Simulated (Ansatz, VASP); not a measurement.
**Ge in VASP and in Ansatz**

INCAR

```
SYSTEM = Ge
ALGO = Normal ; EDIFF = 1E-6
ENCUT = 520 ; GGA = PS
ISIF = 2 ; ISMEAR = 0
LASPH = .True. ; LCHARG = .False.
LREAL = .False. ; LWAVE = .False.
NBANDS = 13 ; NELM = 100
PREC = Accurate ; SIGMA = 0.15
```

Contents of KPOINTS:

```
k-points
0
Gamma
  20 20 18
  0 0 0
```

The input POSCAR:

```
Ge
1.0
    1.4320777250     -2.6655289000      0.0000000000
    1.4320777250      2.6655289000      0.0000000000
    0.0000000000      0.0000000000      2.6982310000
Ge
1
Direct
    0.5000000000      0.5000000000      0.0000000000
```

Input for Ansatz:

```yaml
crystal:
  lattice:
    - [1.432077725, -2.6655289, 0.0]
    - [1.432077725, 2.6655289, 0.0]
    - [0.0, 0.0, 2.698231]
  atoms:
    - { symbol: Ge, position: [0.5, 0.5, 0.0] }
basis:
  ecutwfc: 420
kpoints:
  mp_grid: { grid: [20, 20, 18] }
hamiltonian:
  xc: pbesol
scf:
  occupations: { method: gaussian, width: 0.15 }
output:
  forces: true
  stress: true
  eigenvalues: true
  write_density: true
  write_potential: true
  elf: true
  volumetric_format: npy
```

Change from the starting cell: strain +0.0250 x Voigt [1, 1, 0, 0, 0, 0], atoms carried along.

Alike in both runs: task single point; functional PBEsol; k mesh 20 × 20 × 18; occupations gaussian, width 0.15 eV; no spin polarisation.

```csv
,VASP,Ansatz
version,VASP 6.6.1,Ansatz 0.2.0
potentials or method,"VASP PAW PBE potentials, release 64 (Ge_d), cutoff 520 eV","scalar-relativistic, plane waves, PAW"
valence electrons in the cell,14,14
```

```tsv
	VASP	Ansatz	Ansatz less VASP
gap on the k mesh at the Fermi level (eV)	none	none	-
pressure (GPa)	-6.7	-6.6	+0.13
traceless stress, the component that is largest in VASP (GPa)	2.39	2.42	+0.026
```

VASP's potentials were made for PBE, not for PBEsol. A gap of «none» marks a metal or a gap that the smearing closes.
